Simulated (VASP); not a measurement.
# Bi2Te2O (I-4m2) in VASP: further runs

Bi2Te2O is run at these levels: PBE; tasks: single point, relaxation of cell and atoms.

Everything below comes from runs of VASP 6.6.1. Logs are shortened: lines on timing, memory, paths and dates and some standing lists are left out, and cuts for length are marked.

## (1) The cell of the first run

Symmetry: I-4m2, No. 119, tetragonal system. Conventional cell: a = 6.202 Å, b = 6.202 Å, c = 8.206 Å, α = 90.00°, β = 90.00°, γ = 90.00°. Within 2.4 Å of Bi (site symmetry 2mm) lie 1 O at 1.73 Å and 1 Te at 2.37 Å. Te (site symmetry -4m2) has 2 Bi at 2.37 Å within 3.1 Å. Te (site symmetry -4m2) has 4 Bi at 3.12 Å and 4 Te at 3.72 Å and 4 O at 3.72 Å within 4.1 Å. O (site symmetry -4m2) has 2 Bi at 1.73 Å within 2.3 Å.

The cell was built from a structure type or drawn by symmetry, and may not be a known phase.

## (2) Single point, PBE

Input file INCAR:

```
PREC     = Accurate       # precision mode
ENCUT    = 520            # plane-wave cutoff, eV
EDIFF    = 1E-6           # SCF threshold, eV
ISMEAR   = 0              # smearing method
SIGMA    = 0.1            # smearing width, eV
LREAL    = False          # projectors in reciprocal space
LASPH    = True           # aspherical terms in the spheres
NELM     = 80             # most SCF steps
ALGO     = Normal         # electronic algorithm
ISIF     = 2              # what is computed and relaxed
LWAVE    = False          # write WAVECAR
LCHARG   = True           # write CHGCAR
GGA      = PE             # functional
LELF     = True           # ELF
LVHAR    = True         
NBANDS   = 32             # bands
```

Input file KPOINTS:

```
regular mesh
0
Gamma
  4 4 4
```

Input file POSCAR:

```
Bi2Te2O
1.0
   -3.1008277400      3.1008277400      4.1029605000
    3.1008277400     -3.1008277400      4.1029605000
    3.1008277400      3.1008277400     -4.1029605000
Bi Te O
2 2 1
Direct
    0.7886931300      0.7886931300      0.0000000000
    0.2113068700      0.2113068700      0.0000000000
    0.5000000000      0.5000000000      0.0000000000
    0.2500000000      0.7500000000      0.5000000000
    0.0000000000      0.0000000000      0.0000000000
```

Potentials or basis: VASP PAW PBE potentials, release 64 (Bi_d, Te, O).

The run is started by

```sh
$ cat potpaw_PBE.64/Bi_d/POTCAR potpaw_PBE.64/Te/POTCAR potpaw_PBE.64/O/POTCAR > POTCAR
$ mpirun -np 1 vasp_std > vasp.out
```

OUTCAR:

```text
PREC = Accurate
   ENCUT = 520
   EDIFF = 1E-6
   ISMEAR = 0
   LREAL = False
   LASPH = True
   NELM = 80
   ISIF = 2
   GGA = PE

 ion  position               nearest neighbor table
   1  0.789  0.789  0.000-   5 1.73   3 2.37   4 3.12   4 3.12   2 3.47
   2  0.211  0.211  0.000-   5 1.73   3 2.37   4 3.12   4 3.12   1 3.47
   3  0.500  0.500  0.000-   1 2.37   2 2.37
   4  0.250  0.750  0.500-   1 3.12   2 3.12   1 3.12   2 3.12
   5  0.000  0.000  0.000-   1 1.73   2 1.73

  LATTYP: Found a body centered tetragonal cell.
 ALAT       =     6.2016554800
 C/A-ratio  =     1.3231823384

  Lattice vectors:

 A1 = (  -3.1008277400,   3.1008277400,   4.1029605000)
 A2 = (   3.1008277400,  -3.1008277400,   4.1029605000)
 A3 = (   3.1008277400,   3.1008277400,  -4.1029605000)

Analysis of symmetry for initial positions (statically):
=====================================================================
 Subroutine PRICEL returns:
 Original cell was already a primitive cell.

 Routine SETGRP: Setting up the symmetry group for a
 body centered tetragonal supercell.

 Subroutine GETGRP returns: Found  8 space group operations
 (whereof  8 operations were pure point group operations)
 out of a pool of 16 trial point group operations.

The static configuration has the point symmetry D_2d.

Analysis of symmetry for dynamics (positions and initial velocities):
=====================================================================
 Subroutine PRICEL returns:
 Original cell was already a primitive cell.

 Routine SETGRP: Setting up the symmetry group for a
 body centered tetragonal supercell.

 Subroutine GETGRP returns: Found  8 space group operations
 (whereof  8 operations were pure point group operations)
 out of a pool of 16 trial point group operations.

The dynamic configuration has the point symmetry D_2d.

 Subroutine INISYM returns: Found  8 space group operations
 (whereof  8 operations are pure point group operations),
 and found     1 'primitive' translations

----------------------------------------------------------------------------------------

                                     Primitive cell

  volume of cell :     157.8020

  direct lattice vectors                    reciprocal lattice vectors
    -3.100827740  3.100827740  4.102960500     0.000000000  0.161247267  0.121863225
     3.100827740 -3.100827740  4.102960500     0.161247267  0.000000000  0.121863225
     3.100827740  3.100827740 -4.102960500     0.161247267  0.161247267  0.000000000

  length of vectors
     6.005376775  6.005376775  6.005376775     0.202117112  0.202117112  0.228038073

  position of ions in fractional coordinates (direct lattice)
     0.788693130  0.788693130  0.000000000
     0.211306870  0.211306870  0.000000000
     0.500000000  0.500000000  0.000000000
     0.250000000  0.750000000  0.500000000
     0.000000000  0.000000000  0.000000000

  ion indices of the primitive-cell ions
   primitive index   ion index
                 1           1
                 2           2
                 3           3
                 4           4
                 5           5

----------------------------------------------------------------------------------------

 KPOINTS: regular mesh

Automatic generation of k-mesh.
 Grid dimensions read from file:
 generate k-points for:    4    4    4

 Generating k-lattice:

  Cartesian coordinates                     Fractional coordinates (reciprocal lattice)
     0.000000000  0.040311817  0.030465806     0.250000000  0.000000000  0.000000000
     0.040311817  0.000000000  0.030465806     0.000000000  0.250000000  0.000000000
     0.040311817  0.040311817  0.000000000     0.000000000  0.000000000  0.250000000

  Length of vectors
     0.050529278  0.050529278  0.057009518

  Shift w.r.t. Gamma in fractional coordinates (k-lattice)
     0.000000000  0.000000000  0.000000000

 Subroutine IBZKPT returns following result:
 ===========================================

 Found     13 irreducible k-points:

 Following reciprocal coordinates:
            Coordinates               Weight
  0.000000  0.000000  0.000000      1.000000
  0.250000  0.000000 -0.000000      8.000000
  0.500000  0.000000 -0.000000      4.000000
  0.250000  0.250000 -0.000000      8.000000
  0.500000  0.250000 -0.000000     16.000000
 -0.250000  0.250000  0.000000      4.000000
  0.500000  0.500000 -0.000000      2.000000
  0.250000  0.250000  0.250000      2.000000
 -0.250000  0.250000  0.250000      4.000000
  0.500000  0.500000  0.250000      4.000000
 -0.250000  0.500000  0.250000      8.000000
 -0.250000 -0.250000  0.250000      2.000000
  0.500000  0.500000  0.500000      1.000000
   k-points           NKPTS =     13   k-points in BZ     NKDIM =     13   number of bands    NBANDS=     32
   number of dos      NEDOS =    301   number of ions     NIONS =      5
   total plane-waves  NPLWV = 110592
   dimension x,y,z NGX =    48 NGY =   48 NGZ =   48
   dimension x,y,z NGXF=    96 NGYF=   96 NGZF=   96
   ions per type =               2   2   1
   NGX,Y,Z   is equivalent  to a cutoff of  13.29, 13.29, 13.29 a.u.
   NGXF,Y,Z  is equivalent  to a cutoff of  26.58, 26.58, 26.58 a.u.
 SYSTEM =  unknown system
   PREC   = accura    normal or accurate (medium, high low for compatibility)
   ISTART =      0    job   : 0-new  1-cont  2-samecut
   ICHARG =      2    charge: 1-file 2-atom 10-const
   ISPIN  =      1    spin polarized calculation?
   LNONCOLLINEAR =      F non collinear calculations
   LSORBIT =      F    spin-orbit coupling
   LASPH  =      T    aspherical Exc in radial PAW
   ENCUT  =  520.0 eV  38.22 Ry    6.18 a.u.  11.17 11.17 11.17*2*pi/ulx,y,z
   NELM   =     80;   NELMIN=  2; NELMDL= -5     # of ELM steps
   EDIFF  = 0.1E-05   stopping-criterion for ELM
   LREAL  =      F    real-space projection
   EDIFFG = 0.1E-04   stopping-criterion for IOM
   NSW    =      0    number of steps for IOM
   IBRION =     -1    ionic relax: 0-MD 1-quasi-New 2-CG
   NFREE  =      0    steps in history (QN), initial steepest desc. (CG)
   ISIF   =      2    stress and relaxation
   ISYM   =      2    0-nonsym 1-usesym 2-fastsym
   POTIM  = 0.5000    time-step for ionic-motion
   TEBEG  =    0.0;   TEEND  =   0.0 temperature during run
   PSTRESS=    0.0 pullay stress
   NELECT =      48.0000    total number of electrons
   NUPDOWN=      -1.0000    fix difference up-down
   EMIN   =  10.00;   EMAX   =-10.00  energy-range for DOS
   EFERMI =   0.00;   METHOD = LEGACY
   ISMEAR =     0;   SIGMA  =   0.10  broadening in eV -4-tet -1-fermi 0-gaus
   EFERMI_NEDOS =   21; number of points for ismear=-14 and -15
   IALGO  =     38    algorithm
   IMIX   =      4    mixing-type and parameters
     AMIX     =   0.40;   BMIX     =  1.00
     AMIX_MAG =   1.60;   BMIX_MAG =  1.00
  volume/ion in A,a.u.               =      31.56       212.98
  Fermi-wavevector in a.u.,A,eV,Ry     =   1.100993  2.080574 16.492772  1.212185
  Thomas-Fermi vector in A             =   2.237413
   LORBIT       =      0    0 simple, 1 ext, 2 COOP (PROOUT), +10 PAW based schemes
   GGA     = PE    functional components
   LHFCALC =     F    Hartree Fock is set to
   AEXX    =    0.0000 exact exchange contribution
   IVDW    =     0    specifies the selected vdW correction
   LEPSILON=     F    determine dielectric tensor
   LRPA    =     F    only Hartree local field effects (RPA)
 non-spin polarized calculation
 Gauss-broadening in eV      SIGMA  =   0.10
  energy-cutoff  :      520.00
  volume of cell :      157.80
 maximum number of plane-waves:      4267
 NGX is ok and might be reduce to    48
   NGX = 23   NGY = 23   NGZ = 23

 number of electron      47.9999995 magnetization

 Free energy of the ion-electron system (eV)
  ---------------------------------------------------
  ext. energy  EPLUGINS =         0.00000000
  ---------------------------------------------------
  free energy    TOTEN  =        -9.97998755 eV

  energy without entropy =       -9.96043383  energy(sigma->0) =       -9.97021069

 E-fermi :   5.7865     XC(G=0):  -8.6608

 val. band max:        5.7381880318   @ k =   0.5000   0.0000  -0.0000
 cond. band min:       5.7932298139   @ k =   0.5000   0.0000  -0.0000
 fundamental gap:      0.0550417821
 Fermi energy:         5.7865316719

 k-point     1 :       0.0000    0.0000    0.0000
  band No.  band energies     occupation
      1     -21.0102      2.00000
      2     -19.4132      2.00000
      3     -18.4429      2.00000
      4     -18.4429      2.00000
      5     -18.3355      2.00000
      6     -18.3355      2.00000
[... 24 lines left out ...]
     31      10.9757      0.00000
     32      12.3688      0.00000

 k-point     2 :       0.2500    0.0000   -0.0000
  band No.  band energies     occupation
      1     -21.0132      2.00000
      2     -19.4108      2.00000
      3     -18.4372      2.00000
      4     -18.4372      2.00000
      5     -18.3413      2.00000
      6     -18.3413      2.00000
[... 24 lines left out ...]
     31      11.0793      0.00000
     32      11.7059      0.00000

 k-point     3 :       0.5000    0.0000   -0.0000
  band No.  band energies     occupation
      1     -21.0162      2.00000
      2     -19.4084      2.00000
      3     -18.4307      2.00000
      4     -18.4306      2.00000
      5     -18.3479      2.00000
      6     -18.3479      2.00000
[... 24 lines left out ...]
     31      10.7991      0.00000
     32      11.5461      0.00000

 k-point     4 :       0.2500    0.2500   -0.0000
  band No.  band energies     occupation
      1     -21.0162      2.00000
      2     -19.4084      2.00000
      3     -18.4307      2.00000
      4     -18.4307      2.00000
      5     -18.3479      2.00000
      6     -18.3478      2.00000
[... 269 lines left out ...]
     31      10.3888      0.00000
     32      11.3152      0.00000

 k-point    12 :      -0.2500   -0.2500    0.2500
  band No.  band energies     occupation
      1     -21.0162      2.00000
      2     -19.4085      2.00000
      3     -18.4306      2.00000
      4     -18.4306      2.00000
      5     -18.3478      2.00000
      6     -18.3478      2.00000
[... 24 lines left out ...]
     31      10.0322      0.00000
     32      11.6693      0.00000

 k-point    13 :       0.5000    0.5000    0.5000
  band No.  band energies     occupation
      1     -21.0086      2.00000
      2     -19.4156      2.00000
      3     -18.4407      2.00000
      4     -18.4407      2.00000
      5     -18.3370      2.00000
      6     -18.3370      2.00000
[... 24 lines left out ...]
     31      10.5382      0.00000
     32      11.1300      0.00000

------------------------ aborting loop because EDIFF is reached ----------------------------------------

  FORCE on cell =-STRESS in cart. coord.  units (eV):
  Direction    XX          YY          ZZ          XY          YZ          ZX
  --------------------------------------------------------------------------------------
  -------------------------------------------------------------------------------------
  Total        2.7575941      2.7575941     93.1063973      0.0000000      0.0000000      0.0000000
  in kB       27.9980844     27.9980844    945.3170613      0.0000000      0.0000000      0.0000000
  external PRESSURE =     333.7710767 kB  Pullay stress =       0.0000000 kB

 VOLUME and BASIS-vectors are now :
 -----------------------------------------------------------------------------
  energy-cutoff  :      520.00
  volume of cell :      157.80
      direct lattice vectors                 reciprocal lattice vectors
    -3.100827740  3.100827740  4.102960500     0.000000000  0.161247267  0.121863225
     3.100827740 -3.100827740  4.102960500     0.161247267  0.000000000  0.121863225
     3.100827740  3.100827740 -4.102960500     0.161247267  0.161247267  0.000000000

 POSITION                                       TOTAL-FORCE (eV/Angst)
 -----------------------------------------------------------------------------------
      0.00000      0.00000      6.47195        -0.000000     -0.000000     -5.620667
      0.00000      0.00000      1.73397        -0.000000     -0.000000      5.620667
      0.00000      0.00000      4.10296         0.000000      0.000000      0.000000
      3.10083     -0.00000      2.05148         0.000000      0.000000      0.000000
      0.00000      0.00000      0.00000         0.000000      0.000000      0.000000
 -----------------------------------------------------------------------------------
    total drift:                                0.000000     -0.000000      0.000000

  FREE ENERGIE OF THE ION-ELECTRON SYSTEM (eV)
  ---------------------------------------------------
  free  energy   TOTEN  =        -9.9799875476 eV

  energy  without entropy=       -9.9604338272  energy(sigma->0) =       -9.97021069
```

Wall time 77 s (1 thread of AMD EPYC 7R13 (Zen 3), shared host); peak memory 0.32 GiB.

What came out:

| Item | Value |
| --- | --- |
| Free energy | -9.9800 eV |
| Pressure | 33.4 GPa |
| Largest force | 5.621 eV/Å |
| Band gap on the k mesh | zero (bands 24 and 25 overlap by 1.08 eV) |

Forces in eV/Å, atoms in the order of the input:
```
Bi   0.000  0.000 -5.621
Bi   0.000  0.000  5.621
Te   0.000  0.000  0.000
Te   0.000  0.000  0.000
O    0.000  0.000  0.000
```

Caveat: the cell stands under pressure; spin-orbit coupling is left out, which moves the levels of the heavy elements; forces of over 1 eV/Å act on the atoms, so gaps and moduli don't describe the material at rest.

(Part 1 of 3 ends here.)
